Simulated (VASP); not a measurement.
# SiC3 (P1) in VASP: further runs, part 2 of 2

VASP 6.6.1. Earlier steps stand in the parts before.

## (3) Single point, PBE

INCAR

```
PREC = Accurate
ENCUT = 520
EDIFF = 1E-7
ISMEAR = 0
SIGMA = 0.2
LREAL = False
LASPH = True
NELM = 80
ALGO = Normal
ISIF = 2
LWAVE = False
LCHARG = True
GGA = PE
LELF = True
LVHAR = True
NBANDS = 26
```

KPOINTS

```
Automatic mesh
0
Gamma
  8 4 4
```

POSCAR

```
SiC3
1.0
    1.3716039360     -2.3696445652     -0.0293920539
   -3.7773737386     -2.1866918390      0.0145845811
    0.0662146880     -0.0630557237     -9.6904447023
Si C
2 6
Direct
   -0.0058601633      0.6448888481      0.4714928658
    0.4902327339      0.1456450696      0.5276568530
    0.5078021841      0.8381133610      0.0003438541
    0.0078092549      0.3381324524      0.0005023371
    0.4985568987      0.8427156089      0.4084559758
   -0.0141788868      0.3451413920      0.5907057551
    0.0078263052      0.6726892202      0.0003487596
    0.5078116734      0.1726740476      0.0004935995
```

Potentials or basis: VASP PAW PBE potentials, release 64 (Si, C).

Launch:

```bash
cat potpaw_PBE.64/Si/POTCAR potpaw_PBE.64/C/POTCAR > POTCAR
mpirun -np 1 vasp_std > vasp.out
```

OUTCAR:

```text
PREC = Accurate
   ENCUT = 520
   EDIFF = 1E-7
   ISMEAR = 0
   LREAL = False
   LASPH = True
   NELM = 80
   ISIF = 2
   GGA = PE

 ion  position               nearest neighbor table
   1  0.994  0.645  0.471-   5 1.73   5 1.73   6 1.75   2 2.63   2 2.63   2 2.63   2 2.63
   2  0.490  0.146  0.528-   6 1.73   6 1.73   5 1.75   1 2.63   1 2.63   1 2.63   1 2.63
   3  0.508  0.838  0.000-   8 1.46   7 1.55   7 1.55
   4  0.008  0.338  0.001-   7 1.46   8 1.55   8 1.55
   5  0.499  0.843  0.408-   1 1.73   1 1.73   2 1.75
   6  0.986  0.345  0.591-   2 1.73   2 1.73   1 1.75
   7  0.008  0.673  0.000-   4 1.46   3 1.55   3 1.55
   8  0.508  0.173  0.000-   3 1.46   4 1.55   4 1.55

  LATTYP: Found a triclinic cell.
 ALAT       =    11.0364096149
 B/A-ratio  =     0.2481000505
 C/A-ratio  =     0.3954795962
 COS(alpha) =     0.0000161554
 COS(beta)  =     0.0052719457
 COS(gamma) =     0.4788249673

  Lattice vectors:

 A1 = (  -2.6769931840,   4.6762334067,  -9.6316605945)
 A2 = (  -1.3716039360,   2.3696445652,   0.0293920539)
 A3 = (   3.7773737386,   2.1866918390,  -0.0145845811)

Analysis of symmetry for initial positions (statically):
=====================================================================
 Subroutine PRICEL returns:
 Original cell was already a primitive cell.

 Routine SETGRP: Setting up the symmetry group for a
 triclinic supercell.

 Subroutine GETGRP returns: Found  1 space group operations
 (whereof  1 operations were pure point group operations)
 out of a pool of  2 trial point group operations.

The static configuration has the point symmetry C_1 .

Analysis of symmetry for dynamics (positions and initial velocities):
=====================================================================
 Subroutine PRICEL returns:
 Original cell was already a primitive cell.

 Routine SETGRP: Setting up the symmetry group for a
 triclinic supercell.

 Subroutine GETGRP returns: Found  1 space group operations
 (whereof  1 operations were pure point group operations)
 out of a pool of  2 trial point group operations.

The dynamic configuration has the point symmetry C_1 .

 Subroutine INISYM returns: Found  1 space group operations
 (whereof  1 operations are pure point group operations),
 and found     1 'primitive' translations

----------------------------------------------------------------------------------------

                                     Primitive cell

  volume of cell :     115.7915

  direct lattice vectors                    reciprocal lattice vectors
     1.371603936 -2.369644565 -0.029392054     0.183009398 -0.316115258  0.003307463
    -3.777373739 -2.186691839  0.014584581    -0.198296530 -0.114770979 -0.000608143
     0.066214688 -0.063055724 -9.690444702    -0.000853531  0.000786072 -0.103205386

  length of vectors
     2.738133783  4.364674818  9.690876067     0.365283774  0.229116262  0.103211908

  position of ions in fractional coordinates (direct lattice)
     0.994139837  0.644888848  0.471492866
     0.490232734  0.145645070  0.527656853
     0.507802184  0.838113361  0.000343854
     0.007809255  0.338132452  0.000502337
     0.498556899  0.842715609  0.408455976
[... 37 lines left out ...]
 ===========================================

 Found     68 irreducible k-points:

 Following reciprocal coordinates:
            Coordinates               Weight
  0.000000  0.000000  0.000000      1.000000
  0.125000  0.000000  0.000000      2.000000
  0.250000  0.000000  0.000000      2.000000
  0.375000  0.000000  0.000000      2.000000
  0.500000  0.000000  0.000000      1.000000
  0.000000  0.250000  0.000000      2.000000
[... 16 lines left out ...]
  0.500000  0.000000  0.250000      2.000000
 -0.375000  0.000000  0.250000      2.000000
 [... further k-points ...]
   k-points           NKPTS =     68   k-points in BZ     NKDIM =     68   number of bands    NBANDS=     26
   number of dos      NEDOS =    301   number of ions     NIONS =      8
   total plane-waves  NPLWV =  46080
   dimension x,y,z NGX =    20 NGY =   32 NGZ =   72
   dimension x,y,z NGXF=    40 NGYF=   64 NGZF=  144
   ions per type =               2   6
   NGX,Y,Z   is equivalent  to a cutoff of  12.14, 12.19, 12.35 a.u.
   NGXF,Y,Z  is equivalent  to a cutoff of  24.29, 24.38, 24.70 a.u.
 SYSTEM =  unknown system
   PREC   = accura    normal or accurate (medium, high low for compatibility)
   ISTART =      0    job   : 0-new  1-cont  2-samecut
   ICHARG =      2    charge: 1-file 2-atom 10-const
   ISPIN  =      1    spin polarized calculation?
   LNONCOLLINEAR =      F non collinear calculations
   LSORBIT =      F    spin-orbit coupling
   LASPH  =      T    aspherical Exc in radial PAW
   ENCUT  =  520.0 eV  38.22 Ry    6.18 a.u.   5.09  8.12 18.02*2*pi/ulx,y,z
   NELM   =     80;   NELMIN=  2; NELMDL= -5     # of ELM steps
   EDIFF  = 0.1E-06   stopping-criterion for ELM
   LREAL  =      F    real-space projection
   EDIFFG = 0.1E-05   stopping-criterion for IOM
   NSW    =      0    number of steps for IOM
   IBRION =     -1    ionic relax: 0-MD 1-quasi-New 2-CG
   NFREE  =      0    steps in history (QN), initial steepest desc. (CG)
   ISIF   =      2    stress and relaxation
   ISYM   =      2    0-nonsym 1-usesym 2-fastsym
   POTIM  = 0.5000    time-step for ionic-motion
   TEBEG  =    0.0;   TEEND  =   0.0 temperature during run
   PSTRESS=    0.0 pullay stress
   NELECT =      32.0000    total number of electrons
   NUPDOWN=      -1.0000    fix difference up-down
   EMIN   =  10.00;   EMAX   =-10.00  energy-range for DOS
   EFERMI =   0.00;   METHOD = LEGACY
   ISMEAR =     0;   SIGMA  =   0.20  broadening in eV -4-tet -1-fermi 0-gaus
   EFERMI_NEDOS =   21; number of points for ismear=-14 and -15
   IALGO  =     38    algorithm
   IMIX   =      4    mixing-type and parameters
     AMIX     =   0.40;   BMIX     =  1.00
     AMIX_MAG =   1.60;   BMIX_MAG =  1.00
  volume/ion in A,a.u.               =      14.47        97.67
  Fermi-wavevector in a.u.,A,eV,Ry     =   1.066349  2.015107 15.471178  1.137100
  Thomas-Fermi vector in A             =   2.201930
   LORBIT       =      0    0 simple, 1 ext, 2 COOP (PROOUT), +10 PAW based schemes
   GGA     = PE    functional components
   LHFCALC =     F    Hartree Fock is set to
   AEXX    =    0.0000 exact exchange contribution
   IVDW    =     0    specifies the selected vdW correction
   LEPSILON=     F    determine dielectric tensor
   LRPA    =     F    only Hartree local field effects (RPA)
 non-spin polarized calculation
 Gauss-broadening in eV      SIGMA  =   0.20
  energy-cutoff  :      520.00
  volume of cell :      115.79
 maximum number of plane-waves:      3154
   NGX = 11   NGY = 17   NGZ = 37

 number of electron      32.0000002 magnetization

 Free energy of the ion-electron system (eV)
  ---------------------------------------------------
  ext. energy  EPLUGINS =         0.00000000
  ---------------------------------------------------
  free energy    TOTEN  =       -60.84517215 eV

  energy without entropy =      -60.84479696  energy(sigma->0) =      -60.84498456

 E-fermi :   3.1731     XC(G=0):  -8.4325

 val. band max:        2.7956014760   @ k =   0.2500   0.0000   0.0000
 cond. band min:       3.5514661123   @ k =   0.2500   0.0000   0.5000
 fundamental gap:      0.7558646363
 Fermi energy:         3.1731063041

 k-point     1 :       0.0000    0.0000    0.0000
  band No.  band energies     occupation
      1     -14.9411      2.00000
      2     -13.4767      2.00000
      3      -9.7703      2.00000
      4      -9.6962      2.00000
      5      -9.1659      2.00000
      6      -5.3245      2.00000
[... 685 lines left out ...]
     25      10.4685      0.00000
     26      12.2643      0.00000

 [... further k-points ...]
[... 5 lines left out ...]
  --------------------------------------------------------------------------------------
  -------------------------------------------------------------------------------------
  Total        0.0961390      0.1023137      0.0235681     -0.0105693      0.0008756     -0.0011816
  in kB        1.3302507      1.4156876      0.3261058     -0.1462451      0.0121156     -0.0163492
  external PRESSURE =       1.0240147 kB  Pullay stress =       0.0000000 kB

 VOLUME and BASIS-vectors are now :
 -----------------------------------------------------------------------------
  energy-cutoff  :      520.00
  volume of cell :      115.79
      direct lattice vectors                 reciprocal lattice vectors
     1.371603936 -2.369644565 -0.029392054     0.183009398 -0.316115258  0.003307463
    -3.777373739 -2.186691839  0.014584581    -0.198296530 -0.114770979 -0.000608143
     0.066214688 -0.063055724 -9.690444702    -0.000853531  0.000786072 -0.103205386

 POSITION                                       TOTAL-FORCE (eV/Angst)
 -----------------------------------------------------------------------------------
     -1.04120     -3.79566     -4.58879         0.001261     -0.000170     -0.008145
      0.15719     -1.51343     -5.12551         0.001047     -0.000192      0.006785
     -2.46934     -3.03603     -0.00603         0.015900      0.007525      0.000594
     -1.26651     -0.75793     -0.00017         0.017247      0.009227     -0.000107
     -2.47238     -3.04992     -3.96048         0.000249      0.000684     -0.007636
      0.08754     -3.12801     -5.74814        -0.000076      0.000979      0.008340
     -2.53024     -1.48953      0.00620        -0.016716     -0.008247     -0.002764
      0.04429     -1.58095     -0.01719        -0.018912     -0.009804      0.002933
 -----------------------------------------------------------------------------------
    total drift:                               -0.000159      0.000393      0.000151

  FREE ENERGIE OF THE ION-ELECTRON SYSTEM (eV)
  ---------------------------------------------------
  free  energy   TOTEN  =       -60.8451721538 eV

  energy  without entropy=      -60.8447969563  energy(sigma->0) =      -60.84498456
```

Run time: 2 min. Hardware: 1 thread of Intel Xeon 6975P-C (Granite Rapids), shared host; peak memory 0.3 GiB.

Results:

```yaml
Free_energy: -60.8452 eV
Pressure: 0.1 GPa
Largest_force: 0.022 eV/Å
Band_gap_on_the_k_mesh: 0.76 eV, indirect (least direct gap 0.76 eV)
```

Forces on the atoms (eV/Å):
```
Si   0.001  0.000 -0.008
Si   0.001  0.000  0.007
C    0.016  0.008  0.001
C    0.017  0.009  0.000
C    0.000  0.001 -0.008
C    0.000  0.001  0.008
C   -0.017 -0.008 -0.003
C   -0.019 -0.010  0.003
```

Stress tensor (GPa, compression positive):
```
 0.13 -0.01  0.00
-0.01  0.14  0.00
 0.00  0.00  0.03
```

Levels at points of the mesh, in eV from the valence-band top:
| k point | band 14 | band 15 | band 16 | band 17 | band 18 | band 19 |
| --- | --- | --- | --- | --- | --- | --- |
| (0.00, 0.00, 0.00) | -2.03 | -1.05 | -0.61 | 1.35 | 1.76 | 2.15 |
| (0.50, 0.00, 0.00) | -2.35 | -1.77 | -1.75 | 1.05 | 1.06 | 2.98 |
| (0.00, 0.50, 0.00) | -2.18 | -1.35 | -1.35 | 2.47 | 2.47 | 5.35 |
| (0.50, 0.50, 0.00) | -2.28 | -1.91 | -1.91 | 1.95 | 1.95 | 2.63 |
| (0.00, 0.00, 0.50) | -2.03 | -1.05 | -0.61 | 1.48 | 1.72 | 2.13 |
| (0.50, 0.00, 0.50) | -2.33 | -1.79 | -1.78 | 1.07 | 1.07 | 2.98 |
| (0.00, 0.50, 0.50) | -2.17 | -1.35 | -1.35 | 2.55 | 2.55 | 5.35 |
| (0.50, 0.50, 0.50) | -2.24 | -1.96 | -1.96 | 1.95 | 1.95 | 2.64 |
